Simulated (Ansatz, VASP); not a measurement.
**One calculation of ZnAu, two programs**

INCAR

```
  ALGO = Normal
  EDIFF = 1E-6
  ENCUT = 520
  GGA = PS
  ISIF = 2
  ISMEAR = 0
  LASPH = T
  LCHARG = F
  LREAL = F
  LWAVE = F
  NBANDS = 18
  NELM = 100
  PREC = Accurate
  SIGMA = 0.1
```

KPOINTS

```
k-points
0
Gamma
  14 14 14
```

Contents of POSCAR:

```
ZnAu
1.0
    3.1861801500      0.0000000000      0.0000000000
    0.0000000000      3.1861801500      0.0000000000
    0.0000000000      0.0000000000      3.1861801500
Zn Au
1 1
Direct
    0.5000000000      0.5000000000      0.5000000000
    0.0000000000      0.0000000000      0.0000000000
```

Input for Ansatz:

```yaml
crystal:
  lattice:
    - [3.18618015, 0.0, 0.0]
    - [0.0, 3.18618015, 0.0]
    - [0.0, 0.0, 3.18618015]
  atoms:
    - { symbol: Zn, position: [0.5, 0.5, 0.5] }
    - { symbol: Au, position: [0.0, 0.0, 0.0] }
basis:
  ecutwfc: 420
kpoints:
  mp_grid: { grid: [14, 14, 14] }
hamiltonian:
  xc: pbesol
scf:
  occupations: { method: gaussian, width: 0.1 }
output:
  forces: true
  stress: true
  eigenvalues: true
  populations: true
```

Alike in both runs: task single point; functional PBEsol; k mesh 14 × 14 × 14; occupations gaussian, width 0.1 eV; no spin polarisation.

|  | VASP | Ansatz |
| --- | --- | --- |
| version | VASP 6.6.1 | Ansatz 0.2.0 |
| potentials or method | VASP PAW PBE potentials, release 64 (Zn, Au), cutoff 520 eV | scalar-relativistic, plane waves, PAW |
| valence electrons in the cell | 23 | 31 |

```tsv
	VASP	Ansatz	Ansatz less VASP
gap on the k mesh at the Fermi level (eV)	none	none	-
pressure (GPa)	-6.7	-6.7	-0.08
```

VASP's potentials were made for PBE, not for PBEsol. A gap of «none» marks a metal or a gap that the smearing closes. VASP's potentials hold 23 valence electrons a cell and Ansatz's 31, so a difference there can come from the potentials and not from the codes.

Spin-orbit coupling is off throughout.
